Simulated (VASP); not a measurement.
BN:

```xyz
4
Lattice="2.5001 0.0000 0.0000 -1.2501 2.1652 0.0000 0.0000 0.0000 4.0223" Properties=species:S:1:pos:R:3 pbc="T T T"
B     0.0000    0.0000    0.0000
B     0.0000    0.0000    2.0111
N     0.0000    1.4434    1.0056
N     1.2501    0.7217    3.0167
```

| Item | Value |
| --- | --- |
| Program | VASP 6.6.1 |
| Task | relaxation of cell and atoms |
| Functional | LDA |
| Potentials or basis | VASP PAW LDA potentials, release 64 (B, N) |
| Cutoff | 600 eV |
| k mesh | 12 × 12 × 6 |
| Occupations | fermi-dirac, width 0.02 eV |
| Spin | no spin polarisation |

At the start: pressure -14.1 GPa; volume 5.44 Å³/atom.

Question: Where does the relaxation end?

Answer: Over 7 steps the energy falls by 9.1 meV/atom and the volume is 5.24 Å³/atom (-3.6 %); space group P6_3/mmc (No. 194, to 0.05 Å).

The path:
```tsv
step	energy change (eV)	largest force (eV/Å)	pressure (GPa)	volume (Å³)
1	0.0000	0.0000	-14.13	21.77
2	-0.0073	0.0000	14.23	20.30
3	-0.0365	0.0000	-0.04	20.98
4	-0.0365	0.0000	0.26	20.96
5	-0.0365	0.0000	0.22	20.96
6	-0.0366	0.0000	0.23	20.96
7	-0.0366	0.0000	-0.14	20.98
```

Final structure:
```yaml
crystal:
  lattice:
    - [2.46719, 0.00000, 0.00000]
    - [-1.23360, 2.13665, 0.00000]
    - [0.00000, 0.00000, 3.97981]
  atoms:
    - { symbol: B, position: [0.00000, 0.00000, 0.00000] }
    - { symbol: B, position: [0.00000, 0.00000, 0.50000] }
    - { symbol: N, position: [0.33333, 0.66667, 0.25000] }
    - { symbol: N, position: [0.66667, 0.33333, 0.75000] }
```
